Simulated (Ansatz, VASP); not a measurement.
TaN: VASP beside Ansatz

```
Ta N
1.0
     3.11976    0.00000    0.00000
    -1.55988    2.70179    0.00000
     0.00000    0.00000    6.06032
Ta N
2 2
Direct
  0.33333 0.66667 0.03057
  0.66667 0.33333 0.53057
  0.33333 0.66667 0.35443
  0.66667 0.33333 0.85443
```

Alike in both runs: functional PBEsol; k mesh 6 × 6 × 4; occupations gaussian, width 0.1 eV; no spin polarisation.

Ansatz relaxed the structure, and its values are those at the end. VASP's run is a single point on that final structure, the one shown.

|  | VASP | Ansatz |
| --- | --- | --- |
| version | VASP 6.6.1 | Ansatz 0.2.0 |
| potentials or method | VASP PAW PBE potentials, release 64 (Ta_pv, N), cutoff 520 eV | scalar-relativistic, plane waves, PAW |
| valence electrons in the cell | 32 | 36 |

|  | VASP | Ansatz | Ansatz less VASP |
| --- | --- | --- | --- |
| gap on the k mesh at the Fermi level (eV) | none | none | - |
| pressure (GPa) | 0.6 | -0.1 | -0.72 |
| rms of the force components (eV/Å) | 0.038 | 0.026 | -0.0124 |

VASP's potentials were made for PBE, not for PBEsol. A gap of «none» marks a metal or a gap that the smearing closes. VASP's potentials hold 32 valence electrons a cell and Ansatz's 36, so a difference there can come from the potentials and not from the codes.

The k mesh is coarse, so the values compare programs but aren't converged. Spin-orbit coupling is off throughout.
